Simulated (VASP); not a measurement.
Write the native input for VASP 6.6.1 that does the following.

```
Task                   : relaxation of cell and atoms
Functional             : PBE
Potentials or basis    : VASP PAW PBE potentials, release 64 (Na_pv, H)
Cutoff                 : 600 eV
k mesh                 : 10 × 10 × 12
Occupations            : gaussian, width 0.1 eV
Spin                   : no spin polarisation
Dipole correction      : no
Further INCAR settings : ALGO = Normal; EDIFF = 1e-06; IBRION = 2; EDIFFG = -0.01; NSW = 100; ISIF = 3
```

The structure of NaH4 lies in POSCAR:

```
NaH4
1.0
    2.0471538963     -3.4341068475      0.0000000000
    2.0471538963      3.4341068475      0.0000000000
    0.0000000000      0.0000000000      3.3179663772
Na H
1 4
Direct
    0.5000000000      0.5000000000      0.5000000000
    0.9449016882      0.0550983118      0.5000000000
    0.0550983118      0.9449016882      0.5000000000
    0.5000000000      0.0000000000      0.0000000000
    0.0000000000      0.5000000000      0.0000000000
```

The cell was generated, and may not be a known phase.

One way to write it, as run:

INCAR

```
ALGO = Normal ; EDIFF = 1E-6
EDIFFG = -0.01 ; ENCUT = 600
GGA = PE ; IBRION = 2
ISIF = 3 ; ISMEAR = 0
LASPH = T ; LCHARG = F
LREAL = F ; LWAVE = F
NELM = 60 ; NSW = 100
PREC = Accurate ; SIGMA = 0.1
```

KPOINTS

```
k-points
0
Gamma
  10 10 12
```

Potentials or basis: VASP PAW PBE potentials, release 64 (Na_pv, H).

Launch:

```console
$ cat potpaw_PBE.64/Na_pv/POTCAR potpaw_PBE.64/H/POTCAR > POTCAR
$ mpirun -np 1 vasp_std > vasp.out
```

It gave:

```
Relaxed volume                        : 9.34 Å³/atom
Relaxed cell                          : a = 3.998 Å, b = 3.998 Å, c = 3.310 Å, α = 90.00°, β = 90.00°, γ = 118.01°
Space group after relaxing (to 0.1 Å) : Cmmm (No. 65)
Energy gained by relaxing             : 0.1 meV/atom
Ionic steps                           : 7
Pressure after relaxing               : 0.0 GPa
Band gap on the k mesh                : zero (an odd number of electrons rules out a gap without spin polarisation)
```

It took 5.8 min on 1 thread of Intel Xeon 8259CL (shared host), peak memory 0.25 GiB.
